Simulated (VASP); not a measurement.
# TiTe2 (P6/mmm) in VASP: notebook

The runs below take TiTe2 through single point, relaxation of cell and atoms, with PBE.

All numbers are computed with VASP 6.6.1; they aren't measurements. Logs are shortened: lines on timing, memory, paths and dates and some standing lists are left out, and cuts for length are marked.

## 1. The cell of the first run

It takes space group P6/mmm (No. 191, hexagonal). Conventional cell: a = 5.324 Å, b = 5.324 Å, c = 3.086 Å, α = 90.00°, β = 90.00°, γ = 120.00°. Within 4.1 Å of Ti (site symmetry 6/mmm) lie 2 Ti at 3.09 Å and 12 Te at 3.44 Å. Within 4.0 Å of Te (site symmetry -6m2) lie 5 Te at 3.07 to 3.09 Å and 6 Ti at 3.44 Å.

## 2. Single point, PBE

INCAR

```
ALGO = Normal
EDIFF = 1E-6
ENCUT = 520
GGA = PE
ISIF = 2
ISMEAR = 0
LASPH = T
LCHARG = F
LREAL = F
LWAVE = F
NBANDS = 19
NELM = 60
PREC = Accurate
SIGMA = 0.1
```

KPOINTS

```
k-points
0
Gamma
  6 6 4
```

POSCAR

```
TiTe2
1.0
    5.3244911554      0.0000000000      0.0000000000
   -2.6622455777      4.6111446028      0.0000000000
    0.0000000000      0.0000000000      3.0860915071
Ti Te
1 2
Direct
    0.0000000000      0.0000000000      0.0000000000
    0.3333333333      0.6666666667      0.5000000000
    0.6666666667      0.3333333333      0.5000000000
```

Potentials or basis: VASP PAW PBE potentials, release 64 (Ti_sv, Te).

Launch:

```
$ cat potpaw_PBE.64/Ti_sv/POTCAR potpaw_PBE.64/Te/POTCAR > POTCAR
$ mpirun -np 1 vasp_std > vasp.out
```

OUTCAR:

```text
EDIFF = 1E-6
   ENCUT = 520
   GGA = PE
   ISIF = 2
   ISMEAR = 0
   LASPH = T
   LREAL = F
   NELM = 60
   PREC = Accurate

 ion  position               nearest neighbor table
   1  0.000  0.000  0.000-
   2  0.333  0.667  0.500-   3 3.07   3 3.07   3 3.07
   3  0.667  0.333  0.500-   2 3.07   2 3.07   2 3.07

  LATTYP: Found a hexagonal cell.
 ALAT       =     5.3244911554
 C/A-ratio  =     0.5796030864

  Lattice vectors:

 A1 = (   5.3244911554,   0.0000000000,   0.0000000000)
 A2 = (  -2.6622455777,   4.6111446028,   0.0000000000)
 A3 = (   0.0000000000,   0.0000000000,   3.0860915071)

Analysis of symmetry for initial positions (statically):
=====================================================================
 Subroutine PRICEL returns:
 Original cell was already a primitive cell.

 Routine SETGRP: Setting up the symmetry group for a
 hexagonal supercell.

 Subroutine GETGRP returns: Found 24 space group operations
 (whereof 24 operations were pure point group operations)
 out of a pool of 24 trial point group operations.

The static configuration has the point symmetry D_6h.

Analysis of symmetry for dynamics (positions and initial velocities):
=====================================================================
 Subroutine PRICEL returns:
 Original cell was already a primitive cell.

 Routine SETGRP: Setting up the symmetry group for a
 hexagonal supercell.

 Subroutine GETGRP returns: Found 24 space group operations
 (whereof 24 operations were pure point group operations)
 out of a pool of 24 trial point group operations.

The dynamic configuration has the point symmetry D_6h.

 Subroutine INISYM returns: Found 24 space group operations
 (whereof 24 operations are pure point group operations),
 and found     1 'primitive' translations

----------------------------------------------------------------------------------------

                                     Primitive cell

  volume of cell :      75.7697

  direct lattice vectors                    reciprocal lattice vectors
     5.324491155  0.000000000  0.000000000     0.187811374  0.108432947  0.000000000
    -2.662245578  4.611144603  0.000000000     0.000000000  0.216865895  0.000000000
     0.000000000  0.000000000  3.086091507     0.000000000  0.000000000  0.324034462

  length of vectors
     5.324491155  5.324491155  3.086091507     0.216865895  0.216865895  0.324034462

  position of ions in fractional coordinates (direct lattice)
     0.000000000  0.000000000  0.000000000
     0.333333333  0.666666667  0.500000000
     0.666666667  0.333333333  0.500000000

  ion indices of the primitive-cell ions
   primitive index   ion index
                 1           1
                 2           2
                 3           3

----------------------------------------------------------------------------------------

 KPOINTS: k-points

Automatic generation of k-mesh.
 Grid dimensions read from file:
 generate k-points for:    6    6    4

 Generating k-lattice:

  Cartesian coordinates                     Fractional coordinates (reciprocal lattice)
     0.031301896  0.018072158  0.000000000     0.166666667 -0.000000000  0.000000000
     0.000000000  0.036144316  0.000000000     0.000000000  0.166666667  0.000000000
     0.000000000  0.000000000  0.081008615     0.000000000  0.000000000  0.250000000

  Length of vectors
     0.036144316  0.036144316  0.081008615

  Shift w.r.t. Gamma in fractional coordinates (k-lattice)
     0.000000000  0.000000000  0.000000000

 Subroutine IBZKPT returns following result:
 ===========================================

 Found     21 irreducible k-points:

 Following reciprocal coordinates:
            Coordinates               Weight
  0.000000  0.000000  0.000000      1.000000
  0.166667  0.000000  0.000000      6.000000
  0.333333  0.000000  0.000000      6.000000
  0.500000  0.000000  0.000000      3.000000
  0.166667  0.166667  0.000000      6.000000
  0.333333  0.166667  0.000000     12.000000
[... 13 lines left out ...]
  0.333333  0.166667  0.500000     12.000000
  0.333333  0.333333  0.500000      2.000000
   k-points           NKPTS =     21   k-points in BZ     NKDIM =     21   number of bands    NBANDS=     19
   number of dos      NEDOS =    301   number of ions     NIONS =      3
   total plane-waves  NPLWV =  38400
   dimension x,y,z NGX =    40 NGY =   40 NGZ =   24
   dimension x,y,z NGXF=    80 NGYF=   80 NGZF=   48
   ions per type =               1   2
   NGX,Y,Z   is equivalent  to a cutoff of  12.49, 12.49, 12.93 a.u.
   NGXF,Y,Z  is equivalent  to a cutoff of  24.98, 24.98, 25.86 a.u.
 SYSTEM =  unknown system
   PREC   = accura    normal or accurate (medium, high low for compatibility)
   ISTART =      0    job   : 0-new  1-cont  2-samecut
   ICHARG =      2    charge: 1-file 2-atom 10-const
   ISPIN  =      1    spin polarized calculation?
   LNONCOLLINEAR =      F non collinear calculations
   LSORBIT =      F    spin-orbit coupling
   LASPH  =      T    aspherical Exc in radial PAW
   ENCUT  =  520.0 eV  38.22 Ry    6.18 a.u.   9.90  9.90  5.74*2*pi/ulx,y,z
   NELM   =     60;   NELMIN=  2; NELMDL= -5     # of ELM steps
   EDIFF  = 0.1E-05   stopping-criterion for ELM
   LREAL  =      F    real-space projection
[... 7 lines left out ...]
   TEBEG  =    0.0;   TEEND  =   0.0 temperature during run
   PSTRESS=    0.0 pullay stress
   NELECT =      24.0000    total number of electrons
   NUPDOWN=      -1.0000    fix difference up-down
   EMIN   =  10.00;   EMAX   =-10.00  energy-range for DOS
   EFERMI =   0.00;   METHOD = LEGACY
   ISMEAR =     0;   SIGMA  =   0.10  broadening in eV -4-tet -1-fermi 0-gaus
   EFERMI_NEDOS =   21; number of points for ismear=-14 and -15
   IALGO  =     38    algorithm
   IMIX   =      4    mixing-type and parameters
     AMIX     =   0.40;   BMIX     =  1.00
     AMIX_MAG =   1.60;   BMIX_MAG =  1.00
  volume/ion in A,a.u.               =      25.26       170.44
  Fermi-wavevector in a.u.,A,eV,Ry     =   1.115955  2.108849 16.944092  1.245356
  Thomas-Fermi vector in A             =   2.252565
   LORBIT       =      0    0 simple, 1 ext, 2 COOP (PROOUT), +10 PAW based schemes
   GGA     = PE    functional components
   LHFCALC =     F    Hartree Fock is set to
   AEXX    =    0.0000 exact exchange contribution
   IVDW    =     0    specifies the selected vdW correction
   LEPSILON=     F    determine dielectric tensor
   LRPA    =     F    only Hartree local field effects (RPA)
 non-spin polarized calculation
 Gauss-broadening in eV      SIGMA  =   0.10
  energy-cutoff  :      520.00
  volume of cell :       75.77
 maximum number of plane-waves:      2060
 NGX is ok and might be reduce to    40
   NGX = 19   NGY = 19   NGZ = 11

 number of electron      24.0000007 magnetization

 Free energy of the ion-electron system (eV)
  ---------------------------------------------------
  ext. energy  EPLUGINS =         0.00000000
  ---------------------------------------------------
  free energy    TOTEN  =       -13.07195060 eV

  energy without entropy =      -13.03812150  energy(sigma->0) =      -13.05503605

 E-fermi :   8.4887     XC(G=0): -10.3110

 val. band max:        8.4588745948   @ k =   0.3333   0.1667   0.2500
 cond. band min:       8.4917966601   @ k =   0.5000   0.0000   0.2500
 fundamental gap:      0.0329220653
 Fermi energy:         8.4886801384

 k-point     1 :       0.0000    0.0000    0.0000
  band No.  band energies     occupation
      1     -49.3035      2.00000
      2     -25.6422      2.00000
      3     -25.6422      2.00000
      4     -25.2705      2.00000
      5      -5.7795      2.00000
      6      -2.3005      2.00000
[... 11 lines left out ...]
     18      12.6804      0.00000
     19      15.0053      0.00000

 k-point     2 :       0.1667    0.0000    0.0000
  band No.  band energies     occupation
      1     -49.3034      2.00000
      2     -25.6424      2.00000
      3     -25.6422      2.00000
      4     -25.2705      2.00000
      5      -5.6355      2.00000
      6      -2.6668      2.00000
[... 11 lines left out ...]
     18      12.4546      0.00000
     19      14.3720      0.00000

 k-point     3 :       0.3333    0.0000    0.0000
  band No.  band energies     occupation
      1     -49.3034      2.00000
      2     -25.6427      2.00000
      3     -25.6423      2.00000
      4     -25.2705      2.00000
      5      -5.2406      2.00000
      6      -3.4212      2.00000
[... 11 lines left out ...]
     18      11.9612      0.00000
     19      12.8903      0.00000

 k-point     4 :       0.5000    0.0000    0.0000
  band No.  band energies     occupation
      1     -49.3034      2.00000
      2     -25.6429      2.00000
      3     -25.6424      2.00000
      4     -25.2705      2.00000
      5      -4.8861      2.00000
      6      -3.9270      2.00000
[... 11 lines left out ...]
     18      11.5326      0.00000
     19      12.1814      0.00000

 k-point     5 :       0.1667    0.1667    0.0000
  band No.  band energies     occupation
      1     -49.3034      2.00000
      2     -25.6426      2.00000
      3     -25.6423      2.00000
      4     -25.2705      2.00000
      5      -5.3619      2.00000
      6      -3.2127      2.00000
[... 11 lines left out ...]
     18      12.1097      0.00000
     19      12.6094      0.00000
[... 268 lines left out ...]
      2     -25.6230      2.00000
      3     -25.6226      2.00000
      4     -25.4611      2.00000
      5      -2.7645      2.00000
      6      -1.6840      2.00000
[... 11 lines left out ...]
     18      10.3745      0.00000
     19      11.8191      0.00000

 k-point    19 :       0.1667    0.1667    0.5000
  band No.  band energies     occupation
      1     -49.2847      2.00000
      2     -25.6228      2.00000
      3     -25.6226      2.00000
      4     -25.4612      2.00000
      5      -3.1976      2.00000
      6      -0.9613      2.00000
[... 11 lines left out ...]
     18      11.3528      0.00000
     19      11.3921      0.00000

 k-point    20 :       0.3333    0.1667    0.5000
  band No.  band energies     occupation
      1     -49.2847      2.00000
      2     -25.6229      2.00000
      3     -25.6227      2.00000
      4     -25.4611      2.00000
      5      -2.7642      2.00000
      6      -1.6836      2.00000
[... 11 lines left out ...]
     18      11.0767      0.00000
     19      11.8560      0.00000

 k-point    21 :       0.3333    0.3333    0.5000
  band No.  band energies     occupation
      1     -49.2847      2.00000
      2     -25.6228      2.00000
      3     -25.6228      2.00000
      4     -25.4611      2.00000
      5      -2.2678      2.00000
      6      -2.2678      2.00000
[... 11 lines left out ...]
     18      11.4013      0.00000
     19      11.5359      0.00000

------------------------ aborting loop because EDIFF is reached ----------------------------------------

  FORCE on cell =-STRESS in cart. coord.  units (eV):
  Direction    XX          YY          ZZ          XY          YZ          ZX
  --------------------------------------------------------------------------------------
  -------------------------------------------------------------------------------------
  Total       -0.0592174     -0.0592174      0.1107208      0.0000000      0.0000000      0.0000000
  in kB       -1.2521723     -1.2521723      2.3412306      0.0000000      0.0000000      0.0000000
  external PRESSURE =      -0.0543714 kB  Pullay stress =       0.0000000 kB

 VOLUME and BASIS-vectors are now :
 -----------------------------------------------------------------------------
  energy-cutoff  :      520.00
  volume of cell :       75.77
      direct lattice vectors                 reciprocal lattice vectors
     5.324491155  0.000000000  0.000000000     0.187811374  0.108432947  0.000000000
    -2.662245578  4.611144603  0.000000000     0.000000000  0.216865895  0.000000000
     0.000000000  0.000000000  3.086091507     0.000000000  0.000000000  0.324034462

 POSITION                                       TOTAL-FORCE (eV/Angst)
 -----------------------------------------------------------------------------------
      0.00000      0.00000      0.00000         0.000000      0.000000      0.000000
     -0.00000      3.07410      1.54305        -0.000000      0.000000      0.000000
      2.66225      1.53705      1.54305         0.000000      0.000000      0.000000
 -----------------------------------------------------------------------------------
    total drift:                                0.000000     -0.000000      0.000000

  FREE ENERGIE OF THE ION-ELECTRON SYSTEM (eV)
  ---------------------------------------------------
  free  energy   TOTEN  =       -13.0719506040 eV

  energy  without entropy=      -13.0381214998  energy(sigma->0) =      -13.05503605
```

Run time: 48 s. Hardware: 1 thread of Intel Xeon 8259CL, shared host; peak memory 0.2 GiB.

Results:

- Free energy: -13.0720 eV
- Pressure: 0.0 GPa
- Band gap on the k mesh: zero (bands 12 and 13 overlap by 1.24 eV)

Stress tensor (GPa, compression positive):
```
-0.13  0.00  0.00
 0.00 -0.13  0.00
 0.00  0.00  0.23
```

Levels at points of the mesh, in eV from the Fermi level:
```
           k point  band 8  band 9  band 10  band 11  band 12  band 13  band 14  band 15  band 16  band 17
(0.00, 0.00, 0.00)   -5.62   -2.59    -2.59    -1.69     0.95     0.95     0.99     1.15     1.15     1.44
(0.50, 0.00, 0.00)   -5.45   -1.40    -1.07    -1.04     0.22     0.74     1.14     2.20     2.24     2.79
(0.00, 0.00, 0.50)   -3.84   -3.53    -3.53    -2.04    -2.04    -0.29    -0.29     1.61     2.48     2.48
(0.50, 0.00, 0.50)   -5.30   -4.54    -2.97    -0.40    -0.08     0.22     0.41     0.89     1.44     1.72
```

Caveat: the k points lie up to 0.51 Å⁻¹ apart, too coarse for converged energies and pressures of a metal; spin-orbit coupling is left out, which moves the levels of the heavy elements.

(Continued in part 2 of 2.)

The gap in the log of VASP goes by the Fermi energy; the results here count the filled bands.